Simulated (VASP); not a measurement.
# SrCl2 (P-3m1) in VASP: notebook

The runs below take SrCl2 through single point, with LDA.

Program: VASP 6.6.1. These are calculated values, not measurements. Logs are shortened: lines on timing, memory, paths and dates and some standing lists are left out, and cuts for length are marked.

**1. The cell of the first run**

The structure is trigonal, space group P-3m1 (No. 164). The conventional cell has a = 4.929 Å, b = 4.929 Å, c = 11.924 Å, α = 90.00°, β = 90.00°, γ = 120.00°. Sr (site symmetry 3m) has 8 Cl at 2.87 to 3.02 Å within 3.8 Å. Sr (site symmetry -3m) has 8 Cl at 3.02 Å within 4.0 Å. Within 4.0 Å of Cl (site symmetry 3m) lie 4 Sr at 3.02 Å and 6 Cl at 3.49 Å. Cl (site symmetry 3m) has 4 Sr at 2.87 to 3.02 Å and 6 Cl at 3.40 to 3.49 Å within 3.8 Å. Cl (site symmetry 3m) has 4 Sr at 3.02 Å and 6 Cl at 3.49 Å within 4.0 Å.

**2. Single point, LDA (the distance across one plane changed)**

The input, INCAR:

```
ALGO = Normal ; EDIFF = 1E-6
ENCUT = 520 ; GGA = CA
ISIF = 2 ; ISMEAR = 0
LASPH = T ; LCHARG = T
LELF = T ; LREAL = F
LVHAR = T ; LWAVE = F
NBANDS = 46 ; NELM = 60
PREC = Accurate ; SIGMA = 0.05
```

The input, KPOINTS:

```
k-points
0
Gamma
  5 5 2
```

The input, POSCAR:

```
SrCl2
1.0
    3.4855000000     -3.4855000000      0.0000000000
    3.4855000000      0.0000000000     -3.4855000000
    6.8843974596      6.8843974596      6.8843974596
Sr Cl
3 6
Direct
    0.6666666667      0.6666666667      0.1687801327
    0.0000000000      0.0000000000      0.8438331581
    0.3333333333      0.3333333333      0.5063066454
    0.6666666667      0.6666666667      0.4219250172
    1.0000000000      0.0000000000      0.0843985045
    0.3333333333      0.3333333333      0.7594515299
    0.6666666667      0.6666666667      0.9282147863
    1.0000000000      1.0000000000      0.5906882736
    0.3333333333      0.3333333333      0.2531617609
```

Potentials or basis: VASP PAW LDA potentials, release 64 (Sr_sv, Cl).

Command:

```bash
$ cat potpaw_LDA.64/Sr_sv/POTCAR potpaw_LDA.64/Cl/POTCAR > POTCAR
$ mpirun -np 1 vasp_std > vasp.out
```

OUTCAR:

```text
EDIFF = 1E-6
   ENCUT = 520
   GGA = CA
   ISIF = 2
   ISMEAR = 0
   LASPH = T
   LREAL = F
   NELM = 60
   PREC = Accurate

 ion  position               nearest neighbor table
   1  0.667  0.667  0.169-   7 2.87   4 3.02   5 3.02   9 3.02   9 3.02   5 3.02   5 3.02   9 3.02
                             2 4.81   2 4.81   2 4.81   3 4.93   3 4.93   3 4.93
   2  0.000  0.000  0.844-   5 2.87   8 3.02   6 3.02   7 3.02   6 3.02   6 3.02   7 3.02   7 3.02
                             1 4.81   1 4.81   1 4.81   3 4.93   3 4.93   3 4.93
   3  0.333  0.333  0.506-   6 3.02   9 3.02   8 3.02   4 3.02   4 3.02   8 3.02   8 3.02   4 3.02
                             2 4.93   1 4.93   1 4.93   2 4.93   2 4.93   1 4.93
   4  0.667  0.667  0.422-   1 3.02   3 3.02   3 3.02   3 3.02
   5  0.000  0.000  0.084-   2 2.87   1 3.02   1 3.02   1 3.02
   6  0.333  0.333  0.759-   3 3.02   2 3.02   2 3.02   2 3.02
   7  0.667  0.667  0.928-   1 2.87   2 3.02   2 3.02   2 3.02
   8  0.000  0.000  0.591-   2 3.02   3 3.02   3 3.02   3 3.02
   9  0.333  0.333  0.253-   3 3.02   1 3.02   1 3.02   1 3.02

  LATTYP: Found a hexagonal cell.
 ALAT       =     4.9292413717
 C/A-ratio  =     2.4190590966

  Lattice vectors:

 A1 = (  -3.4855000000,   0.0000000000,   3.4855000000)
 A2 = (   3.4855000000,  -3.4855000000,   0.0000000000)
 A3 = (   6.8843974596,   6.8843974596,   6.8843974596)

Analysis of symmetry for initial positions (statically):
=====================================================================
 Subroutine PRICEL returns:
 Original cell was already a primitive cell.

 Routine SETGRP: Setting up the symmetry group for a
 hexagonal supercell.

 Subroutine GETGRP returns: Found 12 space group operations
 (whereof  6 operations were pure point group operations)
 out of a pool of 24 trial point group operations.

The static configuration has the point symmetry C_3v.
 The point group associated with its full space group is D_3d.

Analysis of symmetry for dynamics (positions and initial velocities):
=====================================================================
 Subroutine PRICEL returns:
 Original cell was already a primitive cell.

 Routine SETGRP: Setting up the symmetry group for a
 hexagonal supercell.

 Subroutine GETGRP returns: Found 12 space group operations
 (whereof  6 operations were pure point group operations)
 out of a pool of 24 trial point group operations.

The dynamic configuration has the point symmetry C_3v.
 The point group associated with its full space group is D_3d.

 Subroutine INISYM returns: Found 12 space group operations
 (whereof  6 operations are pure point group operations),
 and found     1 'primitive' translations

----------------------------------------------------------------------------------------

                                     Primitive cell

  volume of cell :     250.9096

  direct lattice vectors                    reciprocal lattice vectors
     3.485500000 -3.485500000  0.000000000     0.095634294 -0.191268589  0.095634294
     3.485500000  0.000000000 -3.485500000     0.095634294  0.095634294 -0.191268589
     6.884397460  6.884397460  6.884397460     0.048418665  0.048418665  0.048418665

  length of vectors
     4.929241372  4.929241372 11.924126180     0.234255223  0.234255223  0.083863588

  position of ions in fractional coordinates (direct lattice)
     0.666666667  0.666666667  0.168780133
     0.000000000  0.000000000  0.843833158
     0.333333333  0.333333333  0.506306645
     0.666666667  0.666666667  0.421925017
     0.000000000  0.000000000  0.084398505
     0.333333333  0.333333333  0.759451530
     0.666666667  0.666666667  0.928214786
     0.000000000  0.000000000  0.590688274
     0.333333333  0.333333333  0.253161761

  ion indices of the primitive-cell ions
   primitive index   ion index
                 1           1
                 2           2
                 3           3
                 4           4
                 5           5
                 6           6
                 7           7
                 8           8
                 9           9

----------------------------------------------------------------------------------------

 KPOINTS: k-points

Automatic generation of k-mesh.
 Grid dimensions read from file:
 generate k-points for:    5    5    2

 Generating k-lattice:

  Cartesian coordinates                     Fractional coordinates (reciprocal lattice)
     0.019126859 -0.038253718  0.019126859     0.200000000  0.000000000  0.000000000
     0.019126859  0.019126859 -0.038253718     0.000000000  0.200000000  0.000000000
     0.024209332  0.024209332  0.024209332     0.000000000  0.000000000  0.500000000

  Length of vectors
     0.046851045  0.046851045  0.041931794

  Shift w.r.t. Gamma in fractional coordinates (k-lattice)
     0.000000000  0.000000000  0.000000000

 Subroutine IBZKPT returns following result:
 ===========================================

 Found     10 irreducible k-points:

 Following reciprocal coordinates:
            Coordinates               Weight
  0.000000  0.000000  0.000000      1.000000
  0.200000  0.000000  0.000000      6.000000
  0.400000  0.000000  0.000000      6.000000
  0.400000  0.200000  0.000000      6.000000
 -0.400000  0.200000  0.000000      6.000000
  0.000000  0.000000  0.500000      1.000000
  0.200000  0.000000  0.500000      6.000000
  0.400000  0.000000  0.500000      6.000000
  0.400000  0.200000  0.500000      6.000000
 -0.400000  0.200000  0.500000      6.000000
   k-points           NKPTS =     10   k-points in BZ     NKDIM =     10   number of bands    NBANDS=     46
   number of dos      NEDOS =    301   number of ions     NIONS =      9
   total plane-waves  NPLWV = 144000
   dimension x,y,z NGX =    40 NGY =   40 NGZ =   90
   dimension x,y,z NGXF=    80 NGYF=   80 NGZF=  180
   ions per type =               3   6
   NGX,Y,Z   is equivalent  to a cutoff of  13.49, 13.49, 12.55 a.u.
   NGXF,Y,Z  is equivalent  to a cutoff of  26.98, 26.98, 25.10 a.u.
 SYSTEM =  unknown system
   PREC   = accura    normal or accurate (medium, high low for compatibility)
   ISTART =      0    job   : 0-new  1-cont  2-samecut
   ICHARG =      2    charge: 1-file 2-atom 10-const
   ISPIN  =      1    spin polarized calculation?
   LNONCOLLINEAR =      F non collinear calculations
   LSORBIT =      F    spin-orbit coupling
   LASPH  =      T    aspherical Exc in radial PAW
   ENCUT  =  520.0 eV  38.22 Ry    6.18 a.u.   9.17  9.17 22.17*2*pi/ulx,y,z
   NELM   =     60;   NELMIN=  2; NELMDL= -5     # of ELM steps
   EDIFF  = 0.1E-05   stopping-criterion for ELM
   LREAL  =      F    real-space projection
   EDIFFG = 0.1E-04   stopping-criterion for IOM
   NSW    =      0    number of steps for IOM
   IBRION =     -1    ionic relax: 0-MD 1-quasi-New 2-CG
   NFREE  =      0    steps in history (QN), initial steepest desc. (CG)
   ISIF   =      2    stress and relaxation
   ISYM   =      2    0-nonsym 1-usesym 2-fastsym
   POTIM  = 0.5000    time-step for ionic-motion
   TEBEG  =    0.0;   TEEND  =   0.0 temperature during run
   PSTRESS=    0.0 pullay stress
   NELECT =      72.0000    total number of electrons
   NUPDOWN=      -1.0000    fix difference up-down
   EMIN   =  10.00;   EMAX   =-10.00  energy-range for DOS
   EFERMI =   0.00;   METHOD = LEGACY
   ISMEAR =     0;   SIGMA  =   0.05  broadening in eV -4-tet -1-fermi 0-gaus
   EFERMI_NEDOS =   21; number of points for ismear=-14 and -15
   IALGO  =     38    algorithm
   IMIX   =      4    mixing-type and parameters
     AMIX     =   0.40;   BMIX     =  1.00
     AMIX_MAG =   1.60;   BMIX_MAG =  1.00
  volume/ion in A,a.u.               =      27.88       188.14
  Fermi-wavevector in a.u.,A,eV,Ry     =   1.079808  2.040541 15.864193  1.165985
  Thomas-Fermi vector in A             =   2.215783
   LORBIT       =      0    0 simple, 1 ext, 2 COOP (PROOUT), +10 PAW based schemes
   GGA     = CA    functional components
   LHFCALC =     F    Hartree Fock is set to
   AEXX    =    0.0000 exact exchange contribution
   IVDW    =     0    specifies the selected vdW correction
   LEPSILON=     F    determine dielectric tensor
   LRPA    =     F    only Hartree local field effects (RPA)
 non-spin polarized calculation
 Gauss-broadening in eV      SIGMA  =   0.05
  energy-cutoff  :      520.00
  volume of cell :      250.91
 maximum number of plane-waves:      6774
 NGX is ok and might be reduce to    40
   NGX = 19   NGY = 19   NGZ = 45

 number of electron      72.0000000 magnetization

 Free energy of the ion-electron system (eV)
  ---------------------------------------------------
  ext. energy  EPLUGINS =         0.00000000
  ---------------------------------------------------
  free energy    TOTEN  =       -42.10297484 eV

  energy without entropy =      -42.10297484  energy(sigma->0) =      -42.10297484

 E-fermi :   0.2569     XC(G=0):  -8.8617

 val. band max:       -0.0169337994   @ k =  -0.4000   0.2000   0.0000
 cond. band min:       5.0008257340   @ k =   0.0000   0.0000   0.0000
 fundamental gap:      5.0177595334
 Fermi energy:         0.2569158580

 k-point     1 :       0.0000    0.0000    0.0000
  band No.  band energies     occupation
      1     -32.6107      2.00000
      2     -32.5679      2.00000
      3     -32.5652      2.00000
      4     -15.0125      2.00000
      5     -14.9537      2.00000
      6     -14.7223      2.00000
[... 38 lines left out ...]
     45       6.5235      0.00000
     46       7.8604      0.00000

 k-point     2 :       0.2000    0.0000    0.0000
  band No.  band energies     occupation
      1     -32.6099      2.00000
      2     -32.5669      2.00000
      3     -32.5647      2.00000
      4     -15.0111      2.00000
      5     -14.9532      2.00000
      6     -14.8197      2.00000
[... 38 lines left out ...]
     45       6.8478      0.00000
     46       7.7958      0.00000

 k-point     3 :       0.4000    0.0000    0.0000
  band No.  band energies     occupation
      1     -32.6086      2.00000
      2     -32.5651      2.00000
      3     -32.5639      2.00000
      4     -15.0815      2.00000
      5     -14.9722      2.00000
      6     -14.9622      2.00000
[... 38 lines left out ...]
     45       7.2942      0.00000
     46       7.7000      0.00000

 k-point     4 :       0.4000    0.2000    0.0000
  band No.  band energies     occupation
      1     -32.6089      2.00000
      2     -32.5655      2.00000
      3     -32.5640      2.00000
      4     -15.0151      2.00000
      5     -14.9856      2.00000
      6     -14.9109      2.00000
[... 38 lines left out ...]
     45       7.2203      0.00000
     46       7.4454      0.00000

 k-point     5 :      -0.4000    0.2000    0.0000
  band No.  band energies     occupation
      1     -32.6082      2.00000
      2     -32.5644      2.00000
      3     -32.5638      2.00000
      4     -15.0409      2.00000
      5     -14.9574      2.00000
      6     -14.9476      2.00000
[... 38 lines left out ...]
     45       7.2417      0.00000
     46       7.4893      0.00000

 k-point     6 :       0.0000    0.0000    0.5000
  band No.  band energies     occupation
      1     -32.6107      2.00000
      2     -32.5680      2.00000
      3     -32.5652      2.00000
      4     -15.0542      2.00000
      5     -14.8322      2.00000
      6     -14.7905      2.00000
[... 38 lines left out ...]
     45       7.4160      0.00000
     46       7.4719      0.00000

 k-point     7 :       0.2000    0.0000    0.5000
  band No.  band energies     occupation
      1     -32.6099      2.00000
      2     -32.5669      2.00000
      3     -32.5646      2.00000
      4     -15.0185      2.00000
      5     -14.8924      2.00000
      6     -14.8815      2.00000
[... 38 lines left out ...]
     45       7.2968      0.00000
     46       7.6145      0.00000

 k-point     8 :       0.4000    0.0000    0.5000
  band No.  band energies     occupation
      1     -32.6086      2.00000
      2     -32.5651      2.00000
      3     -32.5639      2.00000
      4     -15.0337      2.00000
      5     -15.0080      2.00000
      6     -14.9927      2.00000
[... 38 lines left out ...]
     45       7.2263      0.00000
     46       7.4945      0.00000

 k-point     9 :       0.4000    0.2000    0.5000
  band No.  band energies     occupation
      1     -32.6089      2.00000
      2     -32.5655      2.00000
      3     -32.5640      2.00000
      4     -14.9915      2.00000
      5     -14.9680      2.00000
      6     -14.9364      2.00000
[... 38 lines left out ...]
     45       7.1643      0.00000
     46       7.1805      0.00000

 k-point    10 :      -0.4000    0.2000    0.5000
  band No.  band energies     occupation
      1     -32.6082      2.00000
      2     -32.5644      2.00000
      3     -32.5638      2.00000
      4     -15.0036      2.00000
      5     -14.9955      2.00000
      6     -14.9720      2.00000
[... 38 lines left out ...]
     45       7.2576      0.00000
     46       7.2925      0.00000

------------------------ aborting loop because EDIFF is reached ----------------------------------------

  FORCE on cell =-STRESS in cart. coord.  units (eV):
  Direction    XX          YY          ZZ          XY          YZ          ZX
  --------------------------------------------------------------------------------------
  -------------------------------------------------------------------------------------
  Total       -3.3557952     -3.3557952     -3.3557952      0.4124835      0.4124835      0.4124835
  in kB      -21.4283470    -21.4283470    -21.4283470      2.6339034      2.6339034      2.6339034
  external PRESSURE =     -21.4283470 kB  Pullay stress =       0.0000000 kB

 VOLUME and BASIS-vectors are now :
 -----------------------------------------------------------------------------
  energy-cutoff  :      520.00
  volume of cell :      250.91
      direct lattice vectors                 reciprocal lattice vectors
     3.485500000 -3.485500000  0.000000000     0.095634294 -0.191268589  0.095634294
     3.485500000  0.000000000 -3.485500000     0.095634294  0.095634294 -0.191268589
     6.884397460  6.884397460  6.884397460     0.048418665  0.048418665  0.048418665

 POSITION                                       TOTAL-FORCE (eV/Angst)
 -----------------------------------------------------------------------------------
      5.80928     -1.16172     -1.16172         0.139087      0.139087      0.139087
      5.80928      5.80928      5.80928        -0.139087     -0.139087     -0.139087
      5.80928      2.32378      2.32378        -0.000000     -0.000000      0.000000
      7.55203      0.58103      0.58103         0.009379      0.009379      0.009379
      0.58103      0.58103      0.58103         0.166944      0.166944      0.166944
      7.55203      4.06653      4.06653         0.006748      0.006748      0.006748
     11.03753      4.06653      4.06653        -0.166944     -0.166944     -0.166944
      4.06653      4.06653      4.06653        -0.009379     -0.009379     -0.009379
      4.06653      0.58103      0.58103        -0.006748     -0.006748     -0.006748
 -----------------------------------------------------------------------------------
    total drift:                               -0.000000      0.000000      0.000000

  FREE ENERGIE OF THE ION-ELECTRON SYSTEM (eV)
  ---------------------------------------------------
  free  energy   TOTEN  =       -42.1029748391 eV

  energy  without entropy=      -42.1029748391  energy(sigma->0) =      -42.10297484
```

Run time: 3.5 min. Hardware: 1 thread of Oxide Virtual Turin-like, shared host; peak memory 0.3 GiB.

Results:

```
Free energy            : -42.1030 eV
Pressure               : -2.1 GPa
Largest force          : 0.289 eV/Å
Band gap on the k mesh : 5.02 eV
```

Forces on the atoms (eV/Å):
```
Sr   0.139  0.139  0.139
Sr  -0.139 -0.139 -0.139
Sr   0.000  0.000  0.000
Cl   0.009  0.009  0.009
Cl   0.167  0.167  0.167
Cl   0.007  0.007  0.007
Cl  -0.167 -0.167 -0.167
Cl  -0.009 -0.009 -0.009
Cl  -0.007 -0.007 -0.007
```

Caveat: the cell differs from its parent crystal (the distance across one plane changed). A k mesh can miss the band edges.

**3. Single point, LDA (the distance across one plane changed)**

The input, INCAR:

```
PREC = Accurate ; ENCUT = 520
EDIFF = 1E-6 ; ISMEAR = 0
SIGMA = 0.05 ; LREAL = False
LASPH = True ; NELM = 80
ALGO = Normal ; ISIF = 2
LWAVE = False ; LCHARG = False
NBANDS = 46
```

The input, KPOINTS:

```
Automatic mesh
0
Gamma
  5 5 2
```

The input, POSCAR:

```
SrCl2
1.0
    3.4855000000     -3.4855000000      0.0000000000
    3.4855000000      0.0000000000     -3.4855000000
    7.1153375673      7.1153375673      7.1153375673
Sr Cl
3 6
Direct
    0.6666666667      0.6666666667      0.1633020929
    0.0000000000      0.0000000000      0.8164451504
    0.3333333333      0.3333333333      0.4898736216
    0.6666666667      0.6666666667      0.4082307395
    1.0000000000      0.0000000000      0.0816592108
    0.3333333333      0.3333333333      0.7348022682
    0.6666666667      0.6666666667      0.8980880325
    1.0000000000      1.0000000000      0.5715165038
    0.3333333333      0.3333333333      0.2449449751
```

Potentials or basis: VASP PAW LDA potentials, release 64 (Sr_sv, Cl).

Command:

```bash
$ cat potpaw_LDA.64/Sr_sv/POTCAR potpaw_LDA.64/Cl/POTCAR > POTCAR
$ mpirun -np 1 vasp_std > vasp.out
```

It took 3.5 min on 1 thread of Oxide Virtual Turin-like, shared host; peak memory 0.3 GiB.

It converged, with:

| Property | Result |
| --- | --- |
| Free energy | -41.9535 eV |
| Pressure | -3.1 GPa |
| Largest force | 0.183 eV/Å |
| Band gap on the k mesh | 4.89 eV |

Forces in eV/Å, atoms in the order of the input:
```
Sr  -0.060 -0.060 -0.060
Sr   0.060  0.060  0.060
Sr   0.000  0.000  0.000
Cl  -0.011 -0.011 -0.011
Cl  -0.106 -0.106 -0.106
Cl  -0.006 -0.006 -0.006
Cl   0.106  0.106  0.106
Cl   0.011  0.011  0.011
Cl   0.006  0.006  0.006
```

Stress tensor (GPa, compression positive):
```
-3.08 -0.11 -0.11
-0.11 -3.08 -0.11
-0.11 -0.11 -3.08
```

Levels at points of the mesh, in eV from the valence-band top:
```csv
k point,band 32,band 33,band 34,band 35,band 36,band 37,band 38,band 39,band 40,band 41
"(0.00, 0.00, 0.00)",-0.69,-0.69,-0.28,-0.28,-0.25,4.89,5.90,5.90,6.38,6.38
"(0.00, 0.00, 0.50)",-0.51,-0.42,-0.42,-0.42,-0.42,5.45,5.54,6.07,6.07,6.12
```

Caveat: the cell differs from its parent crystal (the distance across one plane changed); the cell stands under tension. A k mesh can miss the band edges.
